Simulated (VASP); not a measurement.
## AlP: single point with PBE

AlP:

```
Al P
1.0
     0.00000    2.72550    2.72550
     2.72550    0.00000    2.72550
     2.72550    2.72550    0.00000
Al P
1 1
Cartesian
  0.0000 0.0000 0.0000
  1.3627 1.3627 1.3627
```

```json
{
  "Program": "VASP 6.6.1",
  "Task": "single point",
  "Functional": "PBE",
  "Potentials or basis": "VASP PAW PBE potentials, release 64 (Al, P)",
  "Cutoff": "500 eV",
  "k mesh": "4 × 4 × 4",
  "Occupations": "gaussian, width 0.01 eV",
  "Spin": "no spin polarisation"
}
```

```
Pressure               : 3.1 GPa
Band gap on the k mesh : 1.54 eV, indirect (least direct gap 3.34 eV)
```

Levels at points of the mesh, in eV from the valence-band top:
```
           k point  band 2  band 3  band 4  band 5  band 6  band 7
(0.00, 0.00, 0.00)    0.00    0.00    0.00    3.34    4.54    4.54
(0.50, 0.00, 0.00)   -5.57   -0.77   -0.77    2.82    4.80    4.80
(0.50, 0.50, 0.00)   -5.34   -2.12   -2.12    1.54    2.44   11.10
```

Wall time 4.7 s on 1 thread of Intel Xeon 6975P-C, with other jobs on the host, peak memory 0.15 GiB.

Caveat: the k points lie up to 0.50 Å⁻¹ apart. PBE gaps usually lie below the measured ones, often by a third to a half.
